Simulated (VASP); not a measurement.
Set up this calculation in VASP 6.6.1, as the native input.

- Task: single point
- Functional: PBE
- Potentials or basis: VASP PAW PBE potentials, release 64 (Pb_d, O)
- Cutoff: 520 eV
- k mesh: 4 × 4 × 6
- Occupations: gaussian, width 0.1 eV
- Spin: no spin polarisation
- Dipole correction: no
- Further INCAR settings: ALGO = Normal; EDIFF = 1e-06; NBANDS = 35

The structure of PbO2 lies in POSCAR:

```
PbO2
1.0
    4.9949598700      0.0000000000      0.0000000000
    0.0000000000      4.9949598700      0.0000000000
    0.0000000000      0.0000000000      3.4090009600
Pb O
2 4
Direct
    0.0000000000      0.0000000000      0.0000000000
    0.5000000000      0.5000000000      0.5000000000
    0.3074289600      0.3074289600      0.0000000000
    0.1925710400      0.8074289600      0.5000000000
    0.8074289600      0.1925710400      0.5000000000
    0.6925710400      0.6925710400      0.0000000000
```

One way to write it, as run:

INCAR

```
SYSTEM = PbO2
PREC = Accurate
ENCUT = 520
EDIFF = 1E-6
ISMEAR = 0
SIGMA = 0.1
LREAL = .False.
LASPH = .True.
NELM = 80
ALGO = Normal
ISIF = 2
LWAVE = .False.
LCHARG = .True.
GGA = PE
LELF = .True.
LVHAR = .True.
NBANDS = 35
```

KPOINTS

```
Automatic mesh
0
Gamma
  4 4 6
  0 0 0
```

Potentials or basis: VASP PAW PBE potentials, release 64 (Pb_d, O).

Command:

```console
$ cat potpaw_PBE.64/Pb_d/POTCAR potpaw_PBE.64/O/POTCAR > POTCAR
$ mpirun -np 1 vasp_std > vasp.out
```

It gave:

| Quantity | Value |
| --- | --- |
| Pressure | 5.9 GPa |
| Largest force | 0.052 eV/Å |
| Band gap on the k mesh | 0.17 eV (least direct gap 0.67 eV) |

Caveat: the cell stands under pressure; spin-orbit coupling is left out, which moves the levels of the heavy elements.

It took 86 s on 1 thread of Intel(R) Xeon(R) Platinum 8488C (Sapphire Rapids), with other jobs on the host, peak memory 0.22 GiB.
